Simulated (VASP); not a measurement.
# Ir (Fd-3m) in VASP: single point with r2SCAN

Aim: the single point of Ir with r2SCAN.

Everything below comes from runs of VASP 6.6.1. Logs are shortened: lines on timing, memory, paths and dates and some standing lists are left out, and cuts for length are marked.

## Step 1: The cell of the first run

Symmetry: Fd-3m, No. 227, cubic system. Conventional cell: a = 5.739 Å, b = 5.739 Å, c = 5.739 Å, α = 90.00°, β = 90.00°, γ = 90.00°. Ir (site symmetry -43m) has 4 Ir at 2.49 Å within 3.3 Å.

This isn't the form of Ir at room conditions, which is fcc.

## Step 2: Single point, r2SCAN, collinear spin (23.63 Å³/atom)

The input, POSCAR:

```
Ir
1.0
    0.0000000000      2.8694496626      2.8694496626
    2.8694496626      0.0000000000      2.8694496626
    2.8694496626      2.8694496626      0.0000000000
Ir
2
Direct
    0.1250000000      0.1250000000      0.1250000000
    0.8750000000      0.8750000000      0.8750000000
```

The input, INCAR.step1:

```
PREC = Accurate
ENCUT = 520
ISMEAR = -1
SIGMA = 0.05
LREAL = F
LASPH = T
NELM = 150
ISPIN = 2
MAGMOM = 1 1
LMAXMIX = 4
NBANDS = 20
GGA = PE
ALGO = Normal
EDIFF = 1E-4
LWAVE = T
LCHARG = F
```

The input, INCAR.step2:

```
PREC = Accurate
ENCUT = 520
EDIFF = 1E-6
ISMEAR = -1
SIGMA = 0.05
LREAL = F
LASPH = T
NELM = 150
ALGO = Normal
ISIF = 2
LWAVE = F
LCHARG = T
ISPIN = 2
MAGMOM = 1 1
LORBIT = 11
LMAXMIX = 4
METAGGA = R2SCAN
LMIXTAU = T
LELF = T
LVHAR = T
NBANDS = 20
ISTART = 1
```

The input, KPOINTS:

```
Automatic mesh
0
Gamma
  16 16 16
```

Potentials or basis: VASP PAW PBE potentials, release 64 (Ir).

Command:

```
> cat potpaw_PBE.64/Ir/POTCAR > POTCAR
> cp INCAR.step1 INCAR
> mpirun -np 1 vasp_std > vasp.out
> cp INCAR.step2 INCAR
> mpirun -np 1 vasp_std > vasp.out
```

OUTCAR:

```text
PREC = Accurate
   ENCUT = 520
   EDIFF = 1E-6
   ISMEAR = -1
   LREAL = F
   LASPH = T
   NELM = 150
   ISIF = 2
   ISPIN = 2
   LORBIT = 11
   METAGGA = R2SCAN
   ISTART = 1

 ion  position               nearest neighbor table
   1  0.125  0.125  0.125-   2 2.49   2 2.49   2 2.49   2 2.49
   2  0.875  0.875  0.875-   1 2.49   1 2.49   1 2.49   1 2.49

  LATTYP: Found a face centered cubic cell.
 ALAT       =     5.7388993252

  Lattice vectors:

 A1 = (   0.0000000000,   2.8694496626,   2.8694496626)
 A2 = (   2.8694496626,   0.0000000000,   2.8694496626)
 A3 = (   2.8694496626,   2.8694496626,   0.0000000000)

Analysis of symmetry for initial positions (statically):
=====================================================================
 Subroutine PRICEL returns:
 Original cell was already a primitive cell.

 Routine SETGRP: Setting up the symmetry group for a
 face centered cubic supercell.

 Subroutine GETGRP returns: Found 48 space group operations
 (whereof 12 operations were pure point group operations)
 out of a pool of 48 trial point group operations.

The static configuration has the point symmetry D_3d.
 The point group associated with its full space group is O_h .

Analysis of symmetry for dynamics (positions and initial velocities):
=====================================================================
 Subroutine PRICEL returns:
 Original cell was already a primitive cell.

 Routine SETGRP: Setting up the symmetry group for a
 face centered cubic supercell.

 Subroutine GETGRP returns: Found 48 space group operations
 (whereof 12 operations were pure point group operations)
 out of a pool of 48 trial point group operations.

The dynamic configuration has the point symmetry D_3d.
 The point group associated with its full space group is O_h .

Analysis of structural, dynamic, and magnetic symmetry:
=====================================================================
 Subroutine PRICEL returns:
 Original cell was already a primitive cell.

 Routine SETGRP: Setting up the symmetry group for a
 face centered cubic supercell.

 Subroutine GETGRP returns: Found 48 space group operations
 (whereof 12 operations were pure point group operations)
 out of a pool of 48 trial point group operations.

The overall configuration has the point symmetry D_3d.
 The point group associated with its full space group is O_h .

 Subroutine INISYM returns: Found 48 space group operations
 (whereof 12 operations are pure point group operations),
 and found     1 'primitive' translations

----------------------------------------------------------------------------------------

                                     Primitive cell

  volume of cell :      47.2526

  direct lattice vectors                    reciprocal lattice vectors
     0.000000000  2.869449663  2.869449663    -0.174249441  0.174249441  0.174249441
     2.869449663  0.000000000  2.869449663     0.174249441 -0.174249441  0.174249441
     2.869449663  2.869449663  0.000000000     0.174249441  0.174249441 -0.174249441

  length of vectors
     4.058014629  4.058014629  4.058014629     0.301808885  0.301808885  0.301808885

  position of ions in fractional coordinates (direct lattice)
     0.125000000  0.125000000  0.125000000
     0.875000000  0.875000000  0.875000000

  ion indices of the primitive-cell ions
   primitive index   ion index
                 1           1
                 2           2

----------------------------------------------------------------------------------------

 KPOINTS: Automatic mesh

Automatic generation of k-mesh.
 Grid dimensions read from file:
 generate k-points for:   16   16   16

 Generating k-lattice:

  Cartesian coordinates                     Fractional coordinates (reciprocal lattice)
    -0.010890590  0.010890590  0.010890590     0.062500000  0.000000000  0.000000000
     0.010890590 -0.010890590  0.010890590     0.000000000  0.062500000  0.000000000
     0.010890590  0.010890590 -0.010890590     0.000000000  0.000000000  0.062500000

  Length of vectors
     0.018863055  0.018863055  0.018863055

  Shift w.r.t. Gamma in fractional coordinates (k-lattice)
     0.000000000  0.000000000  0.000000000

 Subroutine IBZKPT returns following result:
 ===========================================

 Found    145 irreducible k-points:

 Following reciprocal coordinates:
            Coordinates               Weight
  0.000000  0.000000  0.000000      1.000000
  0.062500  0.000000  0.000000      8.000000
  0.125000  0.000000  0.000000      8.000000
  0.187500  0.000000  0.000000      8.000000
  0.250000  0.000000  0.000000      8.000000
  0.312500  0.000000  0.000000      8.000000
[... 16 lines left out ...]
 -0.125000  0.062500  0.000000     24.000000
 -0.062500  0.062500  0.000000     12.000000
 [... further k-points ...]
   k-points           NKPTS =    145   k-points in BZ     NKDIM =    145   number of bands    NBANDS=     20
   number of dos      NEDOS =    301   number of ions     NIONS =      2
   total plane-waves  NPLWV =  27000
   dimension x,y,z NGX =    30 NGY =   30 NGZ =   30
   dimension x,y,z NGXF=    60 NGYF=   60 NGZF=   60
   ions per type =               2
   NGX,Y,Z   is equivalent  to a cutoff of  12.29, 12.29, 12.29 a.u.
   NGXF,Y,Z  is equivalent  to a cutoff of  24.58, 24.58, 24.58 a.u.
 SYSTEM =  unknown system
   PREC   = accura    normal or accurate (medium, high low for compatibility)
   ISTART =      1    job   : 0-new  1-cont  2-samecut
   ICHARG =      0    charge: 1-file 2-atom 10-const
   ISPIN  =      2    spin polarized calculation?
   LNONCOLLINEAR =      F non collinear calculations
   LSORBIT =      F    spin-orbit coupling
   LASPH  =      T    aspherical Exc in radial PAW
   ENCUT  =  520.0 eV  38.22 Ry    6.18 a.u.   7.55  7.55  7.55*2*pi/ulx,y,z
   NELM   =    150;   NELMIN=  2; NELMDL=  0     # of ELM steps
   EDIFF  = 0.1E-05   stopping-criterion for ELM
   LREAL  =      F    real-space projection
   EDIFFG = 0.1E-04   stopping-criterion for IOM
   NSW    =      0    number of steps for IOM
   IBRION =     -1    ionic relax: 0-MD 1-quasi-New 2-CG
   NFREE  =      0    steps in history (QN), initial steepest desc. (CG)
   ISIF   =      2    stress and relaxation
   ISYM   =      2    0-nonsym 1-usesym 2-fastsym
   POTIM  = 0.5000    time-step for ionic-motion
   TEBEG  =    0.0;   TEEND  =   0.0 temperature during run
   PSTRESS=    0.0 pullay stress
   NELECT =      18.0000    total number of electrons
   NUPDOWN=      -1.0000    fix difference up-down
   EMIN   =  10.00;   EMAX   =-10.00  energy-range for DOS
   EFERMI =   0.00;   METHOD = LEGACY
   ISMEAR =    -1;   SIGMA  =   0.05  broadening in eV -4-tet -1-fermi 0-gaus
   EFERMI_NEDOS =   21; number of points for ismear=-14 and -15
   IALGO  =     38    algorithm
   IMIX   =      4    mixing-type and parameters
     AMIX     =   0.40;   BMIX     =  1.00
     AMIX_MAG =   1.60;   BMIX_MAG =  1.00
  volume/ion in A,a.u.               =      23.63       159.44
  Fermi-wavevector in a.u.,A,eV,Ry     =   1.186744  2.242621 19.161920  1.408361
  Thomas-Fermi vector in A             =   2.322910
   LORBIT       =     11    0 simple, 1 ext, 2 COOP (PROOUT), +10 PAW based schemes
   METAGGA = R2SCAN    functional components
   LHFCALC =     F    Hartree Fock is set to
   AEXX    =    0.0000 exact exchange contribution
   IVDW    =     0    specifies the selected vdW correction
   LEPSILON=     F    determine dielectric tensor
   LRPA    =     F    only Hartree local field effects (RPA)
 spin polarized calculation
  energy-cutoff  :      520.00
  volume of cell :       47.25
 maximum number of plane-waves:      1295
   NGX = 15   NGY = 15   NGZ = 15

 number of electron      17.9999997 magnetization      -0.0000136

 number of electron      17.9999997 magnetization       0.0000026

 Free energy of the ion-electron system (eV)
  ---------------------------------------------------
  ext. energy  EPLUGINS =         0.00000000
  ---------------------------------------------------
  free energy    TOTEN  =      -102.45740768 eV

  energy without entropy =     -102.43731025  energy(sigma->0) =     -102.44735896

 E-fermi :   4.0018     XC(G=0): -11.4815

 val. band max:        3.9859001576   @ k =   0.5000   0.3125   0.1250
 cond. band min:       4.0042710557   @ k =   0.4375   0.1250   0.0625
 fundamental gap:      0.0183708981
 Fermi energy:         4.0017650728

 spin component 1

 k-point     1 :       0.0000    0.0000    0.0000
  band No.  band energies     occupation
      1      -3.5868      1.00000
      2      -0.6915      1.00000
      3      -0.6915      1.00000
      4      -0.3899      1.00000
      5      -0.3899      1.00000
      6      -0.3899      1.00000
[... 12 lines left out ...]
     19      17.3261      0.00000
     20      17.7053      0.00000

 k-point     2 :       0.0625    0.0000    0.0000
  band No.  band energies     occupation
      1      -3.5234      1.00000
      2      -0.7489      1.00000
      3      -0.7489      1.00000
      4      -0.3961      1.00000
      5      -0.3083      1.00000
      6      -0.3083      1.00000
[... 12 lines left out ...]
     19      17.5749      0.00000
     20      17.8812      0.00000
[... 465 lines left out ...]
      3      -0.7529      1.00000
      4      -0.4182      1.00000
      5      -0.2028      1.00000
      6       0.0174      1.00000
[... 12 lines left out ...]
     19      17.9270      0.00000
     20      18.1588      0.00000

 k-point    24 :      -0.0625    0.0625    0.0000
  band No.  band energies     occupation
      1      -3.4191      1.00000
      2      -0.8736      1.00000
      3      -0.7252      1.00000
      4      -0.3953      1.00000
      5      -0.3004      1.00000
      6      -0.1502      1.00000
[... 12 lines left out ...]
     19      17.5143      0.00000
     20      17.8627      0.00000

 [... further k-points ...]

 spin component 2

 k-point     1 :       0.0000    0.0000    0.0000
  band No.  band energies     occupation
      1      -3.5868      1.00000
      2      -0.6915      1.00000
      3      -0.6915      1.00000
      4      -0.3899      1.00000
      5      -0.3899      1.00000
      6      -0.3899      1.00000
[... 12 lines left out ...]
     19      17.3262      0.00000
     20      17.7053      0.00000

 k-point     2 :       0.0625    0.0000    0.0000
  band No.  band energies     occupation
      1      -3.5234      1.00000
      2      -0.7489      1.00000
      3      -0.7489      1.00000
      4      -0.3961      1.00000
      5      -0.3083      1.00000
      6      -0.3083      1.00000
[... 12 lines left out ...]
     19      17.5749      0.00000
     20      17.8812      0.00000
[... 465 lines left out ...]
      3      -0.7529      1.00000
      4      -0.4182      1.00000
      5      -0.2028      1.00000
      6       0.0174      1.00000
[... 12 lines left out ...]
     19      17.9270      0.00000
     20      18.1588      0.00000

 k-point    24 :      -0.0625    0.0625    0.0000
  band No.  band energies     occupation
      1      -3.4191      1.00000
      2      -0.8736      1.00000
      3      -0.7252      1.00000
      4      -0.3953      1.00000
      5      -0.3004      1.00000
      6      -0.1502      1.00000
[... 12 lines left out ...]
     19      17.5143      0.00000
     20      17.8627      0.00000

 [... further k-points ...]

------------------------ aborting loop because EDIFF is reached ----------------------------------------

  FORCE on cell =-STRESS in cart. coord.  units (eV):
  Direction    XX          YY          ZZ          XY          YZ          ZX
  --------------------------------------------------------------------------------------
  -------------------------------------------------------------------------------------
  Total       -4.9776514     -4.9776514     -4.9776514      0.0000000      0.0000000      0.0000000
  in kB     -168.7754327   -168.7754327   -168.7754327      0.0000000      0.0000000      0.0000000
  external PRESSURE =    -168.7754327 kB  Pullay stress =       0.0000000 kB

 VOLUME and BASIS-vectors are now :
 -----------------------------------------------------------------------------
  energy-cutoff  :      520.00
  volume of cell :       47.25
      direct lattice vectors                 reciprocal lattice vectors
     0.000000000  2.869449663  2.869449663    -0.174249441  0.174249441  0.174249441
     2.869449663  0.000000000  2.869449663     0.174249441 -0.174249441  0.174249441
     2.869449663  2.869449663  0.000000000     0.174249441  0.174249441 -0.174249441

 POSITION                                       TOTAL-FORCE (eV/Angst)
 -----------------------------------------------------------------------------------
      0.71736      0.71736      0.71736        -0.000000     -0.000000     -0.000000
      5.02154      5.02154      5.02154         0.000000      0.000000      0.000000
 -----------------------------------------------------------------------------------
    total drift:                               -0.000000      0.000000      0.000000

  FREE ENERGIE OF THE ION-ELECTRON SYSTEM (eV)
  ---------------------------------------------------
  free  energy   TOTEN  =      -102.4574076766 eV

  energy  without entropy=     -102.4373102514  energy(sigma->0) =     -102.44735896

 total charge

# of ion       s       p       d       tot
------------------------------------------
    1        0.748   0.495   6.868   8.111
    2        0.748   0.495   6.868   8.111
--------------------------------------------------
tot          1.496   0.990  13.736  16.222

 magnetization (x)

# of ion       s       p       d       tot
------------------------------------------
    1        0.000   0.000  -0.000  -0.000
    2        0.000   0.000  -0.000  -0.000
--------------------------------------------------
tot          0.000   0.000  -0.000  -0.000
```

Run time: 20 min. Hardware: 1 thread of Intel Xeon 8259CL, shared host; peak memory 0.34 GiB.

What came out:

```
Free energy                                           : -102.4574 eV
Pressure                                              : -16.9 GPa
Band gap on the k mesh                                : zero (filled and empty bands overlap)
Net moment                                            : 0.00 μB per cell
Valence electrons inside the program's atomic spheres : Ir 8.11
```

Caveat: the cell stands under tension; the PAW data sets were made with another functional, which shifts forces and pressure a little; spin-orbit coupling is left out, which moves the levels of the heavy elements.
